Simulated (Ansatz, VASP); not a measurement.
# Os: VASP beside Ansatz

```
Os
1.0
     2.73060    0.00000    0.00000
    -1.36530    2.36477    0.00000
     0.00000    0.00000    4.42357
Os
2
Direct
  0.31333 0.65667 0.23500
  0.68667 0.34333 0.76500
```

Change from the starting cell: shortest bond scaled by 0.94, PAW files.

Alike in both runs: task single point; functional LDA; k mesh 13 × 13 × 7; occupations fermi-dirac, width 0.05 eV; no spin polarisation.

|  | VASP | Ansatz |
| --- | --- | --- |
| version | VASP 6.6.1 | Ansatz 0.2.0 |
| potentials or method | VASP PAW LDA potentials, release 64 (Os) | PAW with Ansatz's default frozen-core files, scalar-relativistic |
| plane-wave cutoff (eV) | 520 | 420 |
| valence electrons in the cell | 16 | 32 |

```csv
,VASP,Ansatz,Ansatz less VASP
pressure (GPa),-12.2,-12.9,-0.67
"traceless stress, the component that is largest in VASP (GPa)",-6.80,-6.73,+0.078
rms of the force components (eV/Å),1.018,1.040,+0.0218
```

LDA's correlation is that of Perdew and Zunger in VASP and of Perdew and Wang (1992) in Ansatz. Atom by atom the forces differ by 0.022 eV/Å (rms over components). VASP's potentials hold 16 valence electrons a cell and Ansatz's 32, so a difference there can come from the potentials and not from the codes.

Spin-orbit coupling is off throughout.
